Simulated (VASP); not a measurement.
# GaN (gallium nitride) (P6_3mc) in VASP: single point with r2SCAN

Aim: the single point of GaN (gallium nitride) with r2SCAN.

All numbers are computed with VASP 6.6.1; they aren't measurements. Logs are shortened: lines on timing, memory, paths and dates and some standing lists are left out, and cuts for length are marked.

## 1. The cell of the first run

Symmetry: P6_3mc, No. 186, hexagonal system. The conventional cell has a = 3.183 Å, b = 3.183 Å, c = 5.183 Å, α = 90.00°, β = 90.00°, γ = 120.00°. Ga (site symmetry 3m) has 4 N at 1.95 Å within 2.6 Å. Within 2.6 Å of N (site symmetry 3m) lie 4 Ga at 1.95 Å.

## 2. Single point, r2SCAN

Contents of POSCAR:

```
GaN
1.0
    3.1830494764      0.0000000000      0.0000000000
   -1.5915247382      2.7566017081      0.0000000000
    0.0000000000      0.0000000000      5.1834562214
Ga N
2 2
Direct
    0.3333333333      0.6666666667      0.0000109523
    0.6666666667      0.3333333333      0.5000109523
    0.3333333333      0.6666666667      0.3767890477
    0.6666666667      0.3333333333      0.8767890477
```

Contents of INCAR.step1:

```
SYSTEM = GaN
  ALGO = Normal
  EDIFF = 1E-4
  ENCUT = 520
  GGA = PE
  ISMEAR = 0
  LASPH = .True.
  LCHARG = .False.
  LREAL = .False.
  LWAVE = .True.
  NBANDS = 26
  NELM = 100
  PREC = Accurate
  SIGMA = 0.01
```

Contents of INCAR.step2:

```
SYSTEM = GaN
  ALGO = Normal
  EDIFF = 1E-6
  ENCUT = 520
  ISIF = 2
  ISMEAR = 0
  ISTART = 1
  LASPH = .True.
  LCHARG = .False.
  LMIXTAU = .True.
  LREAL = .False.
  LWAVE = .False.
  METAGGA = R2SCAN
  NBANDS = 26
  NELM = 100
  PREC = Accurate
  SIGMA = 0.01
```

Contents of KPOINTS:

```
k-points
0
Gamma
  8 8 5
  0 0 0
```

Potentials or basis: VASP PAW PBE potentials, release 64 (Ga_d, N).

Command:

```console
> cat potpaw_PBE.64/Ga_d/POTCAR potpaw_PBE.64/N/POTCAR > POTCAR
> cp INCAR.step1 INCAR
> mpirun -np 1 vasp_std > vasp.out
> cp INCAR.step2 INCAR
> mpirun -np 1 vasp_std > vasp.out
```

OUTCAR:

```text
SYSTEM = GaN
   EDIFF = 1E-6
   ENCUT = 520
   ISIF = 2
   ISMEAR = 0
   ISTART = 1
   LASPH = .True.
   LREAL = .False.
   METAGGA = R2SCAN
   NELM = 100
   PREC = Accurate

 ion  position               nearest neighbor table
   1  0.333  0.667  0.000-   4 1.95   4 1.95   4 1.95   3 1.95
   2  0.667  0.333  0.500-   3 1.95   3 1.95   3 1.95   4 1.95
   3  0.333  0.667  0.377-   2 1.95   2 1.95   2 1.95   1 1.95
   4  0.667  0.333  0.877-   1 1.95   1 1.95   1 1.95   2 1.95

  LATTYP: Found a hexagonal cell.
 ALAT       =     3.1830494764
 C/A-ratio  =     1.6284560639

  Lattice vectors:

 A1 = (   3.1830494764,   0.0000000000,   0.0000000000)
 A2 = (  -1.5915247382,   2.7566017081,   0.0000000000)
 A3 = (   0.0000000000,   0.0000000000,   5.1834562214)

Analysis of symmetry for initial positions (statically):
=====================================================================
 Subroutine PRICEL returns:
 Original cell was already a primitive cell.

 Routine SETGRP: Setting up the symmetry group for a
 hexagonal supercell.

 Subroutine GETGRP returns: Found 12 space group operations
 (whereof  6 operations were pure point group operations)
 out of a pool of 24 trial point group operations.

The static configuration has the point symmetry C_3v.
 The point group associated with its full space group is C_6v.

Analysis of symmetry for dynamics (positions and initial velocities):
=====================================================================
 Subroutine PRICEL returns:
 Original cell was already a primitive cell.

 Routine SETGRP: Setting up the symmetry group for a
 hexagonal supercell.

 Subroutine GETGRP returns: Found 12 space group operations
 (whereof  6 operations were pure point group operations)
 out of a pool of 24 trial point group operations.

The dynamic configuration has the point symmetry C_3v.
 The point group associated with its full space group is C_6v.

 Subroutine INISYM returns: Found 12 space group operations
 (whereof  6 operations are pure point group operations),
 and found     1 'primitive' translations

----------------------------------------------------------------------------------------

                                     Primitive cell

  volume of cell :      45.4817

  direct lattice vectors                    reciprocal lattice vectors
     3.183049476  0.000000000  0.000000000     0.314164140  0.181382751  0.000000000
    -1.591524738  2.756601708  0.000000000     0.000000000  0.362765501  0.000000000
     0.000000000  0.000000000  5.183456221     0.000000000  0.000000000  0.192921471

  length of vectors
     3.183049476  3.183049476  5.183456221     0.362765501  0.362765501  0.192921471

  position of ions in fractional coordinates (direct lattice)
     0.333333333  0.666666667  0.000010952
     0.666666667  0.333333333  0.500010952
     0.333333333  0.666666667  0.376789048
     0.666666667  0.333333333  0.876789048

  ion indices of the primitive-cell ions
   primitive index   ion index
                 1           1
                 2           2
                 3           3
                 4           4

----------------------------------------------------------------------------------------

 KPOINTS: k-points

Automatic generation of k-mesh.
 Grid dimensions read from file:
 generate k-points for:    8    8    5

 Generating k-lattice:

  Cartesian coordinates                     Fractional coordinates (reciprocal lattice)
     0.039270517  0.022672844  0.000000000     0.125000000  0.000000000  0.000000000
     0.000000000  0.045345688  0.000000000     0.000000000  0.125000000  0.000000000
     0.000000000  0.000000000  0.038584294     0.000000000  0.000000000  0.200000000

  Length of vectors
     0.045345688  0.045345688  0.038584294

  Shift w.r.t. Gamma in fractional coordinates (k-lattice)
     0.000000000  0.000000000  0.000000000

 Subroutine IBZKPT returns following result:
 ===========================================

 Found     30 irreducible k-points:

 Following reciprocal coordinates:
            Coordinates               Weight
  0.000000  0.000000  0.000000      1.000000
  0.125000  0.000000  0.000000      6.000000
  0.250000  0.000000  0.000000      6.000000
  0.375000 -0.000000  0.000000      6.000000
  0.500000  0.000000  0.000000      3.000000
  0.125000  0.125000  0.000000      6.000000
[... 16 lines left out ...]
  0.250000  0.000000  0.400000     12.000000
  0.375000 -0.000000  0.400000     12.000000
 [... further k-points ...]
   k-points           NKPTS =     30   k-points in BZ     NKDIM =     30   number of bands    NBANDS=     26
   number of dos      NEDOS =    301   number of ions     NIONS =      4
   total plane-waves  NPLWV =  23040
   dimension x,y,z NGX =    24 NGY =   24 NGZ =   40
   dimension x,y,z NGXF=    48 NGYF=   48 NGZF=   80
   ions per type =               2   2
   NGX,Y,Z   is equivalent  to a cutoff of  12.53, 12.53, 12.83 a.u.
   NGXF,Y,Z  is equivalent  to a cutoff of  25.07, 25.07, 25.66 a.u.
 SYSTEM =  GaN
   PREC   = accura    normal or accurate (medium, high low for compatibility)
   ISTART =      1    job   : 0-new  1-cont  2-samecut
   ICHARG =      0    charge: 1-file 2-atom 10-const
   ISPIN  =      1    spin polarized calculation?
   LNONCOLLINEAR =      F non collinear calculations
   LSORBIT =      F    spin-orbit coupling
   LASPH  =      T    aspherical Exc in radial PAW
   ENCUT  =  520.0 eV  38.22 Ry    6.18 a.u.   5.92  5.92  9.64*2*pi/ulx,y,z
   NELM   =    100;   NELMIN=  2; NELMDL=  0     # of ELM steps
   EDIFF  = 0.1E-05   stopping-criterion for ELM
   LREAL  =      F    real-space projection
   EDIFFG = 0.1E-04   stopping-criterion for IOM
   NSW    =      0    number of steps for IOM
   IBRION =     -1    ionic relax: 0-MD 1-quasi-New 2-CG
   NFREE  =      0    steps in history (QN), initial steepest desc. (CG)
   ISIF   =      2    stress and relaxation
   ISYM   =      2    0-nonsym 1-usesym 2-fastsym
   POTIM  = 0.5000    time-step for ionic-motion
   TEBEG  =    0.0;   TEEND  =   0.0 temperature during run
   PSTRESS=    0.0 pullay stress
   NELECT =      36.0000    total number of electrons
   NUPDOWN=      -1.0000    fix difference up-down
   EMIN   =  10.00;   EMAX   =-10.00  energy-range for DOS
   EFERMI =   0.00;   METHOD = LEGACY
   ISMEAR =     0;   SIGMA  =   0.01  broadening in eV -4-tet -1-fermi 0-gaus
   EFERMI_NEDOS =   21; number of points for ismear=-14 and -15
   IALGO  =     38    algorithm
   IMIX   =      4    mixing-type and parameters
     AMIX     =   0.40;   BMIX     =  1.00
     AMIX_MAG =   1.60;   BMIX_MAG =  1.00
  volume/ion in A,a.u.               =      11.37        76.73
  Fermi-wavevector in a.u.,A,eV,Ry     =   1.514363  2.861732 31.202185  2.293296
  Thomas-Fermi vector in A             =   2.624031
   LORBIT       =      0    0 simple, 1 ext, 2 COOP (PROOUT), +10 PAW based schemes
   METAGGA = R2SCAN    functional components
   LHFCALC =     F    Hartree Fock is set to
   AEXX    =    0.0000 exact exchange contribution
   IVDW    =     0    specifies the selected vdW correction
   LEPSILON=     F    determine dielectric tensor
   LRPA    =     F    only Hartree local field effects (RPA)
 non-spin polarized calculation
 Gauss-broadening in eV      SIGMA  =   0.01
  energy-cutoff  :      520.00
  volume of cell :       45.48
 maximum number of plane-waves:      1244
 NGX is ok and might be reduce to    24
   NGX = 11   NGY = 11   NGZ = 19

 number of electron      35.9999992 magnetization

 Free energy of the ion-electron system (eV)
  ---------------------------------------------------
  ext. energy  EPLUGINS =         0.00000000
  ---------------------------------------------------
  free energy    TOTEN  =       -43.82072303 eV

  energy without entropy =      -43.82072303  energy(sigma->0) =      -43.82072303

 E-fermi :   5.1465     XC(G=0): -12.6641

 val. band max:        5.1025350971   @ k =   0.0000   0.0000   0.0000
 cond. band min:       7.4466258337   @ k =   0.0000   0.0000   0.0000
 fundamental gap:      2.3440907366
 Fermi energy:         5.1465299460

 k-point     1 :       0.0000    0.0000    0.0000
  band No.  band energies     occupation
      1     -11.7104      2.00000
      2     -10.7038      2.00000
      3      -8.7263      2.00000
      4      -8.7105      2.00000
      5      -8.7105      2.00000
      6      -8.6419      2.00000
[... 18 lines left out ...]
     25      17.5904      0.00000
     26      17.5904      0.00000

 k-point     2 :       0.1250    0.0000    0.0000
  band No.  band energies     occupation
      1     -11.5583      2.00000
      2     -10.6602      2.00000
      3      -8.7089      2.00000
      4      -8.6880      2.00000
      5      -8.6598      2.00000
      6      -8.6207      2.00000
[... 18 lines left out ...]
     25      17.1381      0.00000
     26      17.9344      0.00000

 k-point     3 :       0.2500    0.0000    0.0000
  band No.  band energies     occupation
      1     -11.1915      2.00000
      2     -10.5734      2.00000
      3      -8.6669      2.00000
      4      -8.6465      2.00000
      5      -8.5736      2.00000
      6      -8.5352      2.00000
[... 18 lines left out ...]
     25      17.2887      0.00000
     26      18.6688      0.00000

 k-point     4 :       0.3750   -0.0000    0.0000
  band No.  band energies     occupation
      1     -10.8477      2.00000
      2     -10.5147      2.00000
      3      -8.6480      2.00000
      4      -8.6273      2.00000
      5      -8.5265      2.00000
      6      -8.4650      2.00000
[... 18 lines left out ...]
     25      17.7966      0.00000
     26      19.2230      0.00000
[... 496 lines left out ...]
      1     -11.1788      2.00000
      2     -10.8893      2.00000
      3      -8.6789      2.00000
      4      -8.6685      2.00000
      5      -8.6563      2.00000
      6      -8.6445      2.00000
[... 18 lines left out ...]
     25      16.4040      0.00000
     26      16.9334      0.00000

 k-point    23 :       0.2500    0.0000    0.4000
  band No.  band energies     occupation
      1     -10.9079      2.00000
      2     -10.7122      2.00000
      3      -8.6494      2.00000
      4      -8.6195      2.00000
      5      -8.6101      2.00000
      6      -8.5755      2.00000
[... 18 lines left out ...]
     25      17.1833      0.00000
     26      17.8258      0.00000

 k-point    24 :       0.3750   -0.0000    0.4000
  band No.  band energies     occupation
      1     -10.6782      2.00000
      2     -10.5746      2.00000
      3      -8.6512      2.00000
      4      -8.6131      2.00000
      5      -8.5673      2.00000
      6      -8.5152      2.00000
[... 18 lines left out ...]
     25      17.5127      0.00000
     26      18.5403      0.00000

 [... further k-points ...]

------------------------ aborting loop because EDIFF is reached ----------------------------------------

  FORCE on cell =-STRESS in cart. coord.  units (eV):
  Direction    XX          YY          ZZ          XY          YZ          ZX
  --------------------------------------------------------------------------------------
  -------------------------------------------------------------------------------------
  Total        0.3196398      0.3196398      0.2880715      0.0000000      0.0000000     -0.0000000
  in kB       11.2599021     11.2599021     10.1478507      0.0000000      0.0000000     -0.0000000
  external PRESSURE =      10.8892183 kB  Pullay stress =       0.0000000 kB

 VOLUME and BASIS-vectors are now :
 -----------------------------------------------------------------------------
  energy-cutoff  :      520.00
  volume of cell :       45.48
      direct lattice vectors                 reciprocal lattice vectors
     3.183049476  0.000000000  0.000000000     0.314164140  0.181382751  0.000000000
    -1.591524738  2.756601708  0.000000000     0.000000000  0.362765501  0.000000000
     0.000000000  0.000000000  5.183456221     0.000000000  0.000000000  0.192921471

 POSITION                                       TOTAL-FORCE (eV/Angst)
 -----------------------------------------------------------------------------------
     -0.00000      1.83773      0.00006        -0.000000      0.000000      0.009517
      1.59152      0.91887      2.59178         0.000000     -0.000000      0.009517
     -0.00000      1.83773      1.95307        -0.000000      0.000000     -0.009517
      1.59152      0.91887      4.54480        -0.000000      0.000000     -0.009517
 -----------------------------------------------------------------------------------
    total drift:                                0.000002      0.000004      0.054920

  FREE ENERGIE OF THE ION-ELECTRON SYSTEM (eV)
  ---------------------------------------------------
  free  energy   TOTEN  =       -43.8207230298 eV

  energy  without entropy=      -43.8207230298  energy(sigma->0) =      -43.82072303
```

Wall time 3 min (1 thread of Intel Xeon 8259CL, shared host); peak memory 0.18 GiB.

What came out:

```yaml
Free_energy: -43.8207 eV
Pressure: 1.1 GPa
Largest_force: 0.010 eV/Å
Band_gap_on_the_k_mesh: 2.34 eV, direct
```

Forces on the atoms (eV/Å):
```
Ga   0.000  0.000  0.010
Ga   0.000  0.000  0.010
N    0.000  0.000 -0.010
N    0.000  0.000 -0.010
```

Caveat: the PAW data sets were made with another functional, which shifts forces and pressure a little. r2SCAN opens gaps a little over a GGA but as a rule still falls short of measured ones.
